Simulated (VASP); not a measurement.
# PrBe3Si (P2/m) in VASP: single point with PBE

Aim: the single point of PrBe3Si with PBE.

Everything below comes from runs of VASP 6.6.1. Logs are shortened: lines on timing, memory, paths and dates and some standing lists are left out, and cuts for length are marked.

### Step 1. The cell of the first run

Symmetry: P2/m, No. 10, monoclinic system. Conventional cell: a = 4.676 Å, b = 3.268 Å, c = 6.006 Å, α = 90.00°, β = 112.84°, γ = 90.00°. Pr (site symmetry 2/m) has 12 Be at 3.00 to 3.42 Å and 2 Pr at 3.27 Å and 4 Si at 3.42 Å within 3.9 Å. Be (site symmetry m) has 2 Be at 2.02 to 2.09 Å and 1 Si at 2.13 Å within 2.7 Å. Within 2.8 Å of Be (site symmetry 2/m) lie 2 Be at 2.09 Å and 2 Si at 2.34 Å. Within 2.8 Å of Si (site symmetry 2/m) lie 4 Be at 2.13 to 2.34 Å.

The cell was generated, and may not be a known phase.

### Step 2. Single point, PBE

Contents of INCAR:

```
  PREC = Accurate
  ENCUT = 600
  EDIFF = 1E-6
  ISMEAR = 0
  SIGMA = 0.2
  LREAL = F
  LASPH = T
  NELM = 200
  ALGO = Normal
  ISIF = 2
  LWAVE = F
  LCHARG = T
  GGA = PE
  LELF = T
  LVHAR = T
  NBANDS = 18
  GGA_COMPAT = F
  LMAXMIX = 6
```

Contents of KPOINTS:

```
Automatic mesh
0
Gamma
  4 4 4
```

Contents of POSCAR:

```
PrBe3Si
1.0
    4.6706346861      0.0000000000     -0.2163018942
    0.0000000000      3.2677082503      0.0000000000
   -2.0728339692      0.0000000000      5.6364668281
Pr Be Si
1 3 1
Direct
    0.5000000000      0.5000000000      0.0000000000
    0.9166442220      0.0000000000      0.8172377843
    0.0833557780      0.0000000000      0.1827622157
    0.0000000000      0.0000000000      0.5000000000
    0.5000000000      0.0000000000      0.5000000000
```

Potentials or basis: VASP PAW PBE potentials, release 64 (Pr_3, Be, Si), 4f in core.

On the command line:

```bash
$ cat potpaw_PBE.64/Pr_3/POTCAR potpaw_PBE.64/Be/POTCAR potpaw_PBE.64/Si/POTCAR > POTCAR
$ mpirun -np 1 vasp_std > vasp.out
```

OUTCAR:

```text
PREC = Accurate
   ENCUT = 600
   EDIFF = 1E-6
   ISMEAR = 0
   LREAL = F
   LASPH = T
   NELM = 200
   ISIF = 2
   GGA = PE

 ion  position               nearest neighbor table
   1  0.500  0.500  0.000-   3 3.00   3 3.00   2 3.00   2 3.00   2 3.05   3 3.05   2 3.05   3 3.05
                             5 3.42   5 3.42   5 3.42   5 3.42
   2  0.917  0.000  0.817-   3 2.02   4 2.09   5 2.13   1 3.00   1 3.00   1 3.05   1 3.05
   3  0.083  0.000  0.183-   2 2.02   4 2.09   5 2.13   1 3.00   1 3.00   1 3.05   1 3.05
   4  0.000  0.000  0.500-   2 2.09   3 2.09   5 2.34   5 2.34
   5  0.500  0.000  0.500-   2 2.13   3 2.13   4 2.34   4 2.34   1 3.42   1 3.42   1 3.42   1 3.42

  LATTYP: Found a simple monoclinic cell.
 ALAT       =     4.6756405850
 B/A-ratio  =     0.6988792639
 C/A-ratio  =     1.2844294999
 COS(beta)  =    -0.3882031324

  Lattice vectors:

 A1 = (   4.6706346861,   0.0000000000,  -0.2163018942)
 A2 = (   0.0000000000,   3.2677082503,   0.0000000000)
 A3 = (  -2.0728339692,   0.0000000000,   5.6364668281)

Analysis of symmetry for initial positions (statically):
=====================================================================
 Subroutine PRICEL returns:
 Original cell was already a primitive cell.

 Routine SETGRP: Setting up the symmetry group for a
 simple monoclinic supercell.

 Subroutine GETGRP returns: Found  4 space group operations
 (whereof  4 operations were pure point group operations)
 out of a pool of  4 trial point group operations.

The static configuration has the point symmetry C_2h.

Analysis of symmetry for dynamics (positions and initial velocities):
=====================================================================
 Subroutine PRICEL returns:
 Original cell was already a primitive cell.

 Routine SETGRP: Setting up the symmetry group for a
 simple monoclinic supercell.

 Subroutine GETGRP returns: Found  4 space group operations
 (whereof  4 operations were pure point group operations)
 out of a pool of  4 trial point group operations.

The dynamic configuration has the point symmetry C_2h.

 Subroutine INISYM returns: Found  4 space group operations
 (whereof  4 operations are pure point group operations),
 and found     1 'primitive' translations

----------------------------------------------------------------------------------------

                                     Primitive cell

  volume of cell :      84.5602

  direct lattice vectors                    reciprocal lattice vectors
     4.670634686  0.000000000 -0.216301894     0.217813257  0.000000000  0.080101726
     0.000000000  3.267708250  0.000000000     0.000000000  0.306024872  0.000000000
    -2.072833969  0.000000000  5.636466828     0.008358680  0.000000000  0.180490046

  length of vectors
     4.675640585  3.267708250  6.005530698     0.232075207  0.306024872  0.180683491

  position of ions in fractional coordinates (direct lattice)
     0.500000000  0.500000000  1.000000000
     0.916644222  0.000000000  0.817237784
     0.083355778  0.000000000  0.182762216
     0.000000000  0.000000000  0.500000000
     0.500000000  0.000000000  0.500000000

  ion indices of the primitive-cell ions
   primitive index   ion index
                 1           1
                 2           2
                 3           3
                 4           4
                 5           5

----------------------------------------------------------------------------------------

 KPOINTS: Automatic mesh

Automatic generation of k-mesh.
 Grid dimensions read from file:
 generate k-points for:    4    4    4

 Generating k-lattice:

  Cartesian coordinates                     Fractional coordinates (reciprocal lattice)
     0.054453314  0.000000000  0.020025431     0.250000000  0.000000000  0.000000000
     0.000000000  0.076506218  0.000000000     0.000000000  0.250000000  0.000000000
     0.002089670  0.000000000  0.045122511    -0.000000000  0.000000000  0.250000000

  Length of vectors
     0.058018802  0.076506218  0.045170873

  Shift w.r.t. Gamma in fractional coordinates (k-lattice)
     0.000000000  0.000000000  0.000000000

 Subroutine IBZKPT returns following result:
 ===========================================

 Found     30 irreducible k-points:

 Following reciprocal coordinates:
            Coordinates               Weight
  0.000000  0.000000  0.000000      1.000000
  0.250000  0.000000 -0.000000      2.000000
  0.500000  0.000000 -0.000000      1.000000
  0.000000  0.250000  0.000000      2.000000
  0.250000  0.250000 -0.000000      4.000000
  0.500000  0.250000 -0.000000      2.000000
[... 16 lines left out ...]
  0.250000  0.000000  0.500000      2.000000
  0.500000  0.000000  0.500000      1.000000
 [... further k-points ...]
   k-points           NKPTS =     30   k-points in BZ     NKDIM =     30   number of bands    NBANDS=     18
   number of dos      NEDOS =    301   number of ions     NIONS =      5
   total plane-waves  NPLWV =  53760
   dimension x,y,z NGX =    40 NGY =   28 NGZ =   48
   dimension x,y,z NGXF=    80 NGYF=   56 NGZF=   96
   ions per type =               1   3   1
   NGX,Y,Z   is equivalent  to a cutoff of  14.22, 14.25, 13.29 a.u.
   NGXF,Y,Z  is equivalent  to a cutoff of  28.44, 28.49, 26.57 a.u.
 SYSTEM =  unknown system
   PREC   = accura    normal or accurate (medium, high low for compatibility)
   ISTART =      0    job   : 0-new  1-cont  2-samecut
   ICHARG =      2    charge: 1-file 2-atom 10-const
   ISPIN  =      1    spin polarized calculation?
   LNONCOLLINEAR =      F non collinear calculations
   LSORBIT =      F    spin-orbit coupling
   LASPH  =      T    aspherical Exc in radial PAW
   ENCUT  =  600.0 eV  44.10 Ry    6.64 a.u.   9.34  6.53 11.99*2*pi/ulx,y,z
   NELM   =    200;   NELMIN=  2; NELMDL= -5     # of ELM steps
   EDIFF  = 0.1E-05   stopping-criterion for ELM
   LREAL  =      F    real-space projection
[... 7 lines left out ...]
   TEBEG  =    0.0;   TEEND  =   0.0 temperature during run
   PSTRESS=    0.0 pullay stress
   NELECT =      21.0000    total number of electrons
   NUPDOWN=      -1.0000    fix difference up-down
   EMIN   =  10.00;   EMAX   =-10.00  energy-range for DOS
   EFERMI =   0.00;   METHOD = LEGACY
   ISMEAR =     0;   SIGMA  =   0.20  broadening in eV -4-tet -1-fermi 0-gaus
   EFERMI_NEDOS =   21; number of points for ismear=-14 and -15
   IALGO  =     38    algorithm
   IMIX   =      4    mixing-type and parameters
     AMIX     =   0.40;   BMIX     =  1.00
     AMIX_MAG =   1.60;   BMIX_MAG =  1.00
  volume/ion in A,a.u.               =      16.91       114.13
  Fermi-wavevector in a.u.,A,eV,Ry     =   1.029025  1.944575 14.407108  1.058893
  Thomas-Fermi vector in A             =   2.163052
   LORBIT       =      0    0 simple, 1 ext, 2 COOP (PROOUT), +10 PAW based schemes
   GGA     = PE    functional components
   LHFCALC =     F    Hartree Fock is set to
   AEXX    =    0.0000 exact exchange contribution
   IVDW    =     0    specifies the selected vdW correction
   LEPSILON=     F    determine dielectric tensor
   LRPA    =     F    only Hartree local field effects (RPA)
 non-spin polarized calculation
 Gauss-broadening in eV      SIGMA  =   0.20
  energy-cutoff  :      600.00
  volume of cell :       84.56
 maximum number of plane-waves:      2836
 NGX is ok and might be reduce to    40
   NGX = 19   NGY = 13   NGZ = 23

 number of electron      21.0000000 magnetization

 Free energy of the ion-electron system (eV)
  ---------------------------------------------------
  ext. energy  EPLUGINS =         0.00000000
  ---------------------------------------------------
  free energy    TOTEN  =       -20.29344278 eV

  energy without entropy =      -20.25036910  energy(sigma->0) =      -20.27190594

 E-fermi :   4.2165     XC(G=0):  -9.7473

 val. band max:        4.2140999174   @ k =   0.0000   0.0000   0.0000
 cond. band min:       4.2583344964   @ k =  -0.2500   0.2500   0.2500
 fundamental gap:      0.0442345790
 Fermi energy:         4.2165358315

 k-point     1 :       0.0000    0.0000    0.0000
  band No.  band energies     occupation
      1     -31.6925      2.00000
      2     -13.7405      2.00000
      3     -13.6712      2.00000
      4     -12.9130      2.00000
      5      -4.9979      2.00000
      6      -0.1238      2.00000
[... 10 lines left out ...]
     17      10.3556      0.00000
     18      10.8556      0.00000

 k-point     2 :       0.2500    0.0000   -0.0000
  band No.  band energies     occupation
      1     -31.6912      2.00000
      2     -13.7481      2.00000
      3     -13.7141      2.00000
      4     -12.9098      2.00000
      5      -4.7558      2.00000
      6      -1.1521      2.00000
[... 10 lines left out ...]
     17      10.4690      0.00000
     18      10.4851      0.00000

 k-point     3 :       0.5000    0.0000   -0.0000
  band No.  band energies     occupation
      1     -31.6899      2.00000
      2     -13.7845      2.00000
      3     -13.7272      2.00000
      4     -12.9066      2.00000
      5      -4.4922      2.00000
      6      -1.5884      2.00000
[... 10 lines left out ...]
     17       9.3157      0.00000
     18      10.9062      0.00000

 k-point     4 :       0.0000    0.2500    0.0000
  band No.  band energies     occupation
      1     -31.6000      2.00000
      2     -13.7960      2.00000
      3     -13.6208      2.00000
      4     -13.5486      2.00000
      5      -4.2752      2.00000
      6       0.2829      2.00000
[... 375 lines left out ...]
      4     -12.9126      2.00000
      5      -4.5570      2.00000
      6      -1.6716      2.00000
[... 10 lines left out ...]
     17       9.9265      0.00000
     18      10.4748      0.00000

 k-point    23 :       0.2500    0.0000    0.5000
  band No.  band energies     occupation
      1     -31.6911      2.00000
      2     -13.7649      2.00000
      3     -13.7143      2.00000
      4     -12.9096      2.00000
      5      -4.4297      2.00000
      6      -1.1887      2.00000
[... 10 lines left out ...]
     17      10.1979      0.00000
     18      10.9330      0.00000

 k-point    24 :       0.5000    0.0000    0.5000
  band No.  band energies     occupation
      1     -31.6898      2.00000
      2     -13.7938      2.00000
      3     -13.7280      2.00000
      4     -12.9066      2.00000
      5      -4.2107      2.00000
      6      -1.7597      2.00000
[... 10 lines left out ...]
     17       9.6368      0.00000
     18      10.3928      0.00000

 [... further k-points ...]
[... 5 lines left out ...]
  --------------------------------------------------------------------------------------
  -------------------------------------------------------------------------------------
  Total       -0.0801776     -0.0355111     -0.2565036      0.0000000      0.0000000      0.1370164
  in kB       -1.5191402     -0.6728353     -4.8600211      0.0000000      0.0000000      2.5960741
  external PRESSURE =      -2.3506655 kB  Pullay stress =       0.0000000 kB

 VOLUME and BASIS-vectors are now :
 -----------------------------------------------------------------------------
  energy-cutoff  :      600.00
  volume of cell :       84.56
      direct lattice vectors                 reciprocal lattice vectors
     4.670634686  0.000000000 -0.216301894     0.217813257  0.000000000  0.080101726
     0.000000000  3.267708250  0.000000000     0.000000000  0.306024872  0.000000000
    -2.072833969  0.000000000  5.636466828     0.008358680  0.000000000  0.180490046

 POSITION                                       TOTAL-FORCE (eV/Angst)
 -----------------------------------------------------------------------------------
      2.33532      1.63385     -0.10815         0.000000      0.000000      0.000000
      2.58731      0.00000      4.40806         0.018349      0.000000     -0.020271
      0.01049      0.00000      1.01210        -0.018349     -0.000000      0.020271
     -1.03642      0.00000      2.81823        -0.000000      0.000000      0.000000
      1.29890      0.00000      2.71008         0.000000      0.000000      0.000000
 -----------------------------------------------------------------------------------
    total drift:                                0.000000     -0.000000     -0.000000

  FREE ENERGIE OF THE ION-ELECTRON SYSTEM (eV)
  ---------------------------------------------------
  free  energy   TOTEN  =       -20.2934427765 eV

  energy  without entropy=      -20.2503690982  energy(sigma->0) =      -20.27190594
```

Run time: 23 s. Hardware: 1 thread of Intel Xeon 6975P-C (Granite Rapids), shared host; peak memory 0.25 GiB.

What came out:

```
Free energy            : -20.2934 eV
Pressure               : -0.2 GPa
Largest force          : 0.027 eV/Å
Band gap on the k mesh : zero (an odd number of electrons rules out a gap without spin polarisation)
```

Forces on the atoms (eV/Å):
```
Pr   0.000  0.000  0.000
Be   0.018  0.000 -0.020
Be  -0.018  0.000  0.020
Be   0.000  0.000  0.000
Si   0.000  0.000  0.000
```

Levels at points of the mesh, in eV from the Fermi level:
```tsv
k point	band 9	band 10	band 11	band 12	band 13	band 14
(0.00, 0.00, 0.00)	-2.08	-0.42	0.00	2.34	2.84	4.14
(0.50, 0.00, 0.00)	-1.04	-0.63	1.30	2.38	2.41	3.55
(0.00, 0.50, 0.00)	-1.94	-1.39	-0.69	0.44	1.22	1.41
(0.50, 0.50, 0.00)	-1.55	-1.52	-0.47	1.24	1.56	3.17
(0.00, 0.00, 0.50)	-1.67	-0.70	-0.01	2.02	2.68	4.49
(0.50, 0.00, 0.50)	-0.56	-0.30	1.28	2.07	2.72	3.90
(0.00, 0.50, 0.50)	-2.15	-1.75	0.23	0.95	1.77	1.97
(0.50, 0.50, 0.50)	-1.71	-1.53	-1.11	0.94	0.99	3.51
```

Caveat: the k points lie up to 0.48 Å⁻¹ apart, too coarse for converged energies and pressures of a metal; spin-orbit coupling is left out, which moves the levels of the heavy elements; the 4f electrons are frozen in the core, so they carry no moment and show no levels. Spin polarisation is off, so any magnetic state and its effect on volume and gap are missing.

The gap in the log of VASP goes by the Fermi energy; the results here count the filled bands.